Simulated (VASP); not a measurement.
## C: single point with PBE

C:

```
CELL_PARAMETERS angstrom
3.52744 2.03657 0.84533
-3.52744 2.03657 0.84533
0.00000 -4.07314 0.84533
ATOMIC_POSITIONS crystal
C 0.83637 0.21139 0.83637
C 0.16363 0.16363 0.78861
C 0.21139 0.83637 0.83637
C 0.78861 0.16363 0.16363
C 0.83637 0.83637 0.21139
C 0.16363 0.78861 0.16363
```

The cell was built from a structure type or drawn by symmetry, and may not be a known phase.

```json
{
 "Program": "VASP 6.6.1",
 "Task": "single point",
 "Functional": "PBE",
 "Potentials or basis": "VASP PAW PBE potentials, release 64 (C)",
 "Cutoff": "520 eV",
 "k mesh": "6 × 6 × 6",
 "Occupations": "gaussian, width 0.1 eV",
 "Spin": "no spin polarisation"
}
```

* Pressure: 0.6 GPa
* Largest force: 0.032 eV/Å
* Band gap on the k mesh: zero (bands 12 and 13 overlap by 0.12 eV)

Forces on the atoms (eV/Å):
```
C    0.014 -0.008 -0.028
C    0.000 -0.016  0.028
C   -0.014 -0.008 -0.028
C    0.014  0.008  0.028
C    0.000  0.016 -0.028
C   -0.014  0.008  0.028
```

Stress tensor (GPa, compression positive):
```
0.78 0.00 0.00
0.00 0.78 0.00
0.00 0.00 0.28
```

Levels at points of the mesh, in eV from the Fermi level:
```tsv
k point	band 10	band 11	band 12	band 13	band 14	band 15
(0.00, 0.00, 0.00)	-1.55	-1.55	0.06	0.84	3.69	3.69
(0.50, 0.00, 0.00)	-6.24	-6.03	-3.66	2.42	3.11	4.96
(0.50, 0.50, 0.00)	-4.34	-3.00	-1.23	2.56	4.90	5.36
(0.50, 0.50, 0.50)	-5.06	-5.06	-3.76	-0.06	5.73	5.73
```

It took 12 s on 1 thread of Intel(R) Xeon(R) 6975P-C (Granite Rapids), with other jobs on the host, peak memory 0.17 GiB.

Caveat: the k points lie up to 0.45 Å⁻¹ apart.
